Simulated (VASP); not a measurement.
A run of VASP 6.6.1 is set up as follows.

File INCAR:

```
SYSTEM = HfO2
  ALGO = Normal
  EDIFF = 1E-6
  EDIFFG = -0.02
  ENCUT = 600
  GGA = PS
  IBRION = 2
  ISIF = 4
  ISMEAR = 0
  LASPH = .TRUE.
  LCHARG = .FALSE.
  LREAL = .FALSE.
  LWAVE = .FALSE.
  NELM = 100
  NSW = 80
  PREC = Accurate
  SIGMA = 0.01
```

File KPOINTS:

```
k-points
0
G
  6 6 4
  0 0 0
```

POSCAR

```
HfO2
1.0
    3.5580193300      0.0000000000      0.0000000000
    0.0000000000      3.5580193300      0.0000000000
    0.0000000000      0.0000000000      5.1718612100
Hf O
2 4
Direct
    0.5000000000      0.5000000000      0.5000000000
    0.0000000000      0.0000000000      0.0000000000
    0.0000000000      0.5000000000      0.6972078800
    0.5000000000      0.0000000000      0.8027921200
    0.5000000000      0.0000000000      0.3027921200
    0.0000000000      0.5000000000      0.1972078800
```

Potentials or basis: VASP PAW PBE potentials, release 64 (Hf_pv, O).

Launch:

```sh
$ cat potpaw_PBE.64/Hf_pv/POTCAR potpaw_PBE.64/O/POTCAR > POTCAR
$ mpirun -np 1 vasp_std > vasp.out
```

(1) Predict the band gap on the k mesh.

## Answers

(1) 4.60 eV, indirect (least direct gap 4.69 eV).

Caveat: spin-orbit coupling is left out, which moves the levels of the heavy elements.
